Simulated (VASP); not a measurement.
# SnO in VASP: single point with PBEsol

Aim: the single point of SnO with PBEsol.

All numbers are computed with VASP 6.6.1; they aren't measurements. Logs are shortened: lines on timing, memory, paths and dates and some standing lists are left out, and cuts for length are marked.

## 1. The cell of the first run

The cell holds a slab with vacuum, 8 atoms: a = 3.894 Å, b = 3.316 Å, c = 17.410 Å, α = 90.00°, β = 90.00°, γ = 90.00°.

## 2. Single point, PBEsol (the distance across one plane changed)

Input file INCAR:

```
SYSTEM = SnO
ALGO = Normal ; EDIFF = 1E-7
ENCUT = 520 ; GGA = PS
ISIF = 2 ; ISMEAR = 0
LASPH = .TRUE. ; LCHARG = .TRUE.
LELF = .TRUE. ; LREAL = .FALSE.
LVHAR = .TRUE. ; LWAVE = .FALSE.
NBANDS = 50 ; NELM = 100
PREC = Accurate ; SIGMA = 0.05
```

Input file KPOINTS:

```
k-points
0
G
  7 8 3
  0 0 0
```

Input file POSCAR:

```
SnO
1.0
    0.0000000000      0.0000000000     -3.8941645687
   -3.3156086772      0.0000000000      0.0000000000
    0.0000000000     17.4100010796      0.0000000000
Sn O
4 4
Direct
    0.4738257379      0.0000000000      0.5681367924
    0.4738257379      0.0000000000      0.2404515434
    0.9738257379      0.5000000000      0.0872337057
    0.9738257379      0.5000000000      0.4149189547
    0.2761732621      0.0000000000      0.1262756832
    0.2761732621      0.0000000000      0.4539609323
    0.7761732621      0.5000000000      0.5290948149
    0.7761732621      0.5000000000      0.2014095658
```

Potentials or basis: VASP PAW PBE potentials, release 64 (Sn_d, O).

Launch:

```bash
> cat potpaw_PBE.64/Sn_d/POTCAR potpaw_PBE.64/O/POTCAR > POTCAR
> mpirun -np 1 vasp_std > vasp.out
```

OUTCAR:

```text
SYSTEM = SnO
   EDIFF = 1E-7
   ENCUT = 520
   GGA = PS
   ISIF = 2
   ISMEAR = 0
   LASPH = .TRUE.
   LREAL = .FALSE.
   NELM = 100
   PREC = Accurate

 ion  position               nearest neighbor table
   1  0.474  0.000  0.568-   6 2.13   7 2.14   7 2.14   4 3.70   4 3.70   4 3.70   4 3.70
   2  0.474  0.000  0.240-   5 2.13   8 2.14   8 2.14   3 3.70   3 3.70   3 3.70   3 3.70
   3  0.974  0.500  0.087-   8 2.13   5 2.14   5 2.14   2 3.70   2 3.70   2 3.70   2 3.70
   4  0.974  0.500  0.415-   7 2.13   6 2.14   6 2.14   1 3.70   1 3.70   1 3.70   1 3.70
   5  0.276  0.000  0.126-   2 2.13   3 2.14   3 2.14
   6  0.276  0.000  0.454-   1 2.13   4 2.14   4 2.14
   7  0.776  0.500  0.529-   4 2.13   1 2.14   1 2.14
   8  0.776  0.500  0.201-   3 2.13   2 2.14   2 2.14

  LATTYP: Found a simple orthorhombic cell.
 ALAT       =     3.3156086772
 B/A-ratio  =     1.1744946246
 C/A-ratio  =     5.2509215576

  Lattice vectors:

 A1 = (   3.3156086772,   0.0000000000,   0.0000000000)
 A2 = (   0.0000000000,   0.0000000000,  -3.8941645687)
 A3 = (   0.0000000000,  17.4100010796,   0.0000000000)

Analysis of symmetry for initial positions (statically):
=====================================================================
 Subroutine PRICEL returns:
 Original cell was already a primitive cell.

 Routine SETGRP: Setting up the symmetry group for a
 simple orthorhombic supercell.

 Subroutine GETGRP returns: Found  4 space group operations
 (whereof  2 operations were pure point group operations)
 out of a pool of  8 trial point group operations.

The static configuration has the point symmetry C_1h.
 The point group associated with its full space group is C_2v.

Analysis of symmetry for dynamics (positions and initial velocities):
=====================================================================
 Subroutine PRICEL returns:
 Original cell was already a primitive cell.

 Routine SETGRP: Setting up the symmetry group for a
 simple orthorhombic supercell.

 Subroutine GETGRP returns: Found  4 space group operations
 (whereof  2 operations were pure point group operations)
 out of a pool of  8 trial point group operations.

The dynamic configuration has the point symmetry C_1h.
 The point group associated with its full space group is C_2v.

 Subroutine INISYM returns: Found  4 space group operations
 (whereof  2 operations are pure point group operations),
 and found     1 'primitive' translations

----------------------------------------------------------------------------------------

                                     Primitive cell

  volume of cell :     224.7897

  direct lattice vectors                    reciprocal lattice vectors
     0.000000000  0.000000000 -3.894164569     0.000000000  0.000000000 -0.256794489
    -3.315608677  0.000000000  0.000000000    -0.301603747  0.000000000  0.000000000
     0.000000000 17.410001080  0.000000000     0.000000000  0.057438250  0.000000000

  length of vectors
     3.894164569  3.315608677 17.410001080     0.256794489  0.301603747  0.057438250

  position of ions in fractional coordinates (direct lattice)
     0.473825738  0.000000000  0.568136792
     0.473825738  0.000000000  0.240451543
     0.973825738  0.500000000  0.087233706
     0.973825738  0.500000000  0.414918955
     0.276173262  0.000000000  0.126275683
     0.276173262  0.000000000  0.453960932
     0.776173262  0.500000000  0.529094815
     0.776173262  0.500000000  0.201409566

  ion indices of the primitive-cell ions
   primitive index   ion index
                 1           1
                 2           2
                 3           3
                 4           4
                 5           5
                 6           6
                 7           7
                 8           8

----------------------------------------------------------------------------------------

 KPOINTS: k-points

Automatic generation of k-mesh.
 Grid dimensions read from file:
 generate k-points for:    7    8    3

 Generating k-lattice:

  Cartesian coordinates                     Fractional coordinates (reciprocal lattice)
     0.000000000  0.000000000 -0.036684927     0.142857143  0.000000000  0.000000000
    -0.037700468  0.000000000  0.000000000     0.000000000  0.125000000  0.000000000
     0.000000000  0.019146083  0.000000000     0.000000000  0.000000000  0.333333333

  Length of vectors
     0.036684927  0.037700468  0.019146083

  Shift w.r.t. Gamma in fractional coordinates (k-lattice)
     0.000000000  0.000000000  0.000000000

 Subroutine IBZKPT returns following result:
 ===========================================

 Found     40 irreducible k-points:

 Following reciprocal coordinates:
            Coordinates               Weight
  0.000000  0.000000  0.000000      1.000000
  0.142857  0.000000  0.000000      2.000000
  0.285714  0.000000  0.000000      2.000000
  0.428571  0.000000  0.000000      2.000000
  0.000000  0.125000  0.000000      2.000000
  0.142857  0.125000  0.000000      4.000000
[... 16 lines left out ...]
  0.285714  0.000000  0.333333      4.000000
  0.428571  0.000000  0.333333      4.000000
 [... further k-points ...]
   k-points           NKPTS =     40   k-points in BZ     NKDIM =     40   number of bands    NBANDS=     50
   number of dos      NEDOS =    301   number of ions     NIONS =      8
   total plane-waves  NPLWV = 117600
   dimension x,y,z NGX =    30 NGY =   28 NGZ =  140
   dimension x,y,z NGXF=    60 NGYF=   56 NGZF=  280
   ions per type =               4   4
   NGX,Y,Z   is equivalent  to a cutoff of  12.81, 14.04, 13.37 a.u.
   NGXF,Y,Z  is equivalent  to a cutoff of  25.61, 28.08, 26.74 a.u.
 SYSTEM =  SnO
   PREC   = accura    normal or accurate (medium, high low for compatibility)
   ISTART =      0    job   : 0-new  1-cont  2-samecut
   ICHARG =      2    charge: 1-file 2-atom 10-const
   ISPIN  =      1    spin polarized calculation?
   LNONCOLLINEAR =      F non collinear calculations
   LSORBIT =      F    spin-orbit coupling
   LASPH  =      T    aspherical Exc in radial PAW
   ENCUT  =  520.0 eV  38.22 Ry    6.18 a.u.   7.24  6.16 32.37*2*pi/ulx,y,z
   NELM   =    100;   NELMIN=  2; NELMDL= -5     # of ELM steps
   EDIFF  = 0.1E-06   stopping-criterion for ELM
   LREAL  =      F    real-space projection
   EDIFFG = 0.1E-05   stopping-criterion for IOM
   NSW    =      0    number of steps for IOM
   IBRION =     -1    ionic relax: 0-MD 1-quasi-New 2-CG
   NFREE  =      0    steps in history (QN), initial steepest desc. (CG)
   ISIF   =      2    stress and relaxation
   ISYM   =      2    0-nonsym 1-usesym 2-fastsym
   POTIM  = 0.5000    time-step for ionic-motion
   TEBEG  =    0.0;   TEEND  =   0.0 temperature during run
   PSTRESS=    0.0 pullay stress
   NELECT =      80.0000    total number of electrons
   NUPDOWN=      -1.0000    fix difference up-down
   EMIN   =  10.00;   EMAX   =-10.00  energy-range for DOS
   EFERMI =   0.00;   METHOD = LEGACY
   ISMEAR =     0;   SIGMA  =   0.05  broadening in eV -4-tet -1-fermi 0-gaus
   EFERMI_NEDOS =   21; number of points for ismear=-14 and -15
   IALGO  =     38    algorithm
   IMIX   =      4    mixing-type and parameters
     AMIX     =   0.40;   BMIX     =  1.00
     AMIX_MAG =   1.60;   BMIX_MAG =  1.00
  volume/ion in A,a.u.               =      28.10       189.62
  Fermi-wavevector in a.u.,A,eV,Ry     =   1.160146  2.192358 18.312613  1.345939
  Thomas-Fermi vector in A             =   2.296732
   LORBIT       =      0    0 simple, 1 ext, 2 COOP (PROOUT), +10 PAW based schemes
   GGA     = PS    functional components
   LHFCALC =     F    Hartree Fock is set to
   AEXX    =    0.0000 exact exchange contribution
   IVDW    =     0    specifies the selected vdW correction
   LEPSILON=     F    determine dielectric tensor
   LRPA    =     F    only Hartree local field effects (RPA)
 non-spin polarized calculation
 Gauss-broadening in eV      SIGMA  =   0.05
  energy-cutoff  :      520.00
  volume of cell :      224.79
 maximum number of plane-waves:      6092
 NGX is ok and might be reduce to    30
   NGX = 15   NGY = 13   NGZ = 65

 number of electron      80.0000026 magnetization

 Free energy of the ion-electron system (eV)
  ---------------------------------------------------
  ext. energy  EPLUGINS =         0.00000000
  ---------------------------------------------------
  free energy    TOTEN  =       -47.49924109 eV

  energy without entropy =      -47.49924109  energy(sigma->0) =      -47.49924109

 E-fermi :   1.9680     XC(G=0):  -7.2894

 val. band max:        1.6813834319   @ k =   0.0000   0.1250   0.0000
 cond. band min:       3.6562393945   @ k =   0.0000   0.3750   0.0000
 fundamental gap:      1.9748559626
 Fermi energy:         1.9680208062

 k-point     1 :       0.0000    0.0000    0.0000
  band No.  band energies     occupation
      1     -19.1436      2.00000
      2     -19.1380      2.00000
      3     -18.7847      2.00000
      4     -18.7816      2.00000
      5     -18.6953      2.00000
      6     -18.6909      2.00000
[... 42 lines left out ...]
     49       7.9812      0.00000
     50       9.1737      0.00000

 k-point     2 :       0.1429    0.0000    0.0000
  band No.  band energies     occupation
      1     -19.1322      2.00000
      2     -19.1273      2.00000
      3     -18.8069      2.00000
      4     -18.8041      2.00000
      5     -18.6888      2.00000
      6     -18.6845      2.00000
[... 42 lines left out ...]
     49       8.5442      0.00000
     50       9.3179      0.00000

 k-point     3 :       0.2857    0.0000    0.0000
  band No.  band energies     occupation
      1     -19.0978      2.00000
      2     -19.0945      2.00000
      3     -18.8740      2.00000
      4     -18.8717      2.00000
      5     -18.6744      2.00000
      6     -18.6710      2.00000
[... 42 lines left out ...]
     49       8.5405      0.00000
     50       9.4446      0.00000

 k-point     4 :       0.4286    0.0000    0.0000
  band No.  band energies     occupation
      1     -19.0408      2.00000
      2     -19.0397      2.00000
      3     -18.9596      2.00000
      4     -18.9586      2.00000
      5     -18.6627      2.00000
      6     -18.6616      2.00000
[... 999 lines left out ...]
 k-point    23 :       0.2857    0.0000    0.3333
  band No.  band energies     occupation
      1     -19.0978      2.00000
      2     -19.0945      2.00000
      3     -18.8741      2.00000
      4     -18.8717      2.00000
      5     -18.6744      2.00000
      6     -18.6710      2.00000
[... 42 lines left out ...]
     49       8.5688      0.00000
     50       9.4458      0.00000

 k-point    24 :       0.4286    0.0000    0.3333
  band No.  band energies     occupation
      1     -19.0408      2.00000
      2     -19.0398      2.00000
      3     -18.9596      2.00000
      4     -18.9586      2.00000
      5     -18.6627      2.00000
      6     -18.6616      2.00000
[... 42 lines left out ...]
     49       8.5241      0.00000
     50       8.8114      0.00000

 [... further k-points ...]

------------------------ aborting loop because EDIFF is reached ----------------------------------------

  FORCE on cell =-STRESS in cart. coord.  units (eV):
  Direction    XX          YY          ZZ          XY          YZ          ZX
  --------------------------------------------------------------------------------------
  -------------------------------------------------------------------------------------
  Total        0.6255912      0.0848518      0.1813836      0.0000000      0.0000000      0.0000000
  in kB        4.4588703      0.6047771      1.2928028      0.0000000      0.0000000      0.0000000
  external PRESSURE =       2.1188167 kB  Pullay stress =       0.0000000 kB

 VOLUME and BASIS-vectors are now :
 -----------------------------------------------------------------------------
  energy-cutoff  :      520.00
  volume of cell :      224.79
      direct lattice vectors                 reciprocal lattice vectors
     0.000000000  0.000000000 -3.894164569     0.000000000  0.000000000 -0.256794489
    -3.315608677  0.000000000  0.000000000    -0.301603747  0.000000000  0.000000000
     0.000000000 17.410001080  0.000000000     0.000000000  0.057438250  0.000000000

 POSITION                                       TOTAL-FORCE (eV/Angst)
 -----------------------------------------------------------------------------------
      0.00000      9.89126     -1.84516         0.000000     -0.001912      0.075385
      0.00000      4.18626     -1.84516         0.000000      0.082808      0.029622
     -1.65780      1.51874     -3.79224         0.000000      0.001912      0.075385
     -1.65780      7.22374     -3.79224         0.000000     -0.082808      0.029622
      0.00000      2.19846     -1.07546         0.000000     -0.037749     -0.058773
      0.00000      7.90346     -1.07546         0.000000      0.053707     -0.046235
     -1.65780      9.21154     -3.02255         0.000000      0.037749     -0.058773
     -1.65780      3.50654     -3.02255         0.000000     -0.053707     -0.046235
 -----------------------------------------------------------------------------------
    total drift:                               -0.000000     -0.000513     -0.001369

  FREE ENERGIE OF THE ION-ELECTRON SYSTEM (eV)
  ---------------------------------------------------
  free  energy   TOTEN  =       -47.4992410906 eV

  energy  without entropy=      -47.4992410906  energy(sigma->0) =      -47.49924109
```

Run time: 16 min. Hardware: 1 thread of Intel Xeon 8259CL, shared host; peak memory 0.53 GiB.

What came out:

* Free energy: -47.4992 eV
* Largest force: 0.088 eV/Å
* Band gap on the k mesh: 1.97 eV (least direct gap 2.18 eV)

Forces in eV/Å, atoms in the order of the input:
```
Sn   0.000 -0.002  0.075
Sn   0.000  0.083  0.030
Sn   0.000  0.002  0.075
Sn   0.000 -0.083  0.030
O    0.000 -0.038 -0.059
O    0.000  0.054 -0.046
O    0.000  0.038 -0.059
O    0.000 -0.054 -0.046
```

Caveat: the cell differs from its parent crystal (the distance across one plane changed); the PAW data sets were made with another functional, which shifts forces and pressure a little; spin-orbit coupling is left out, which moves the levels of the heavy elements.
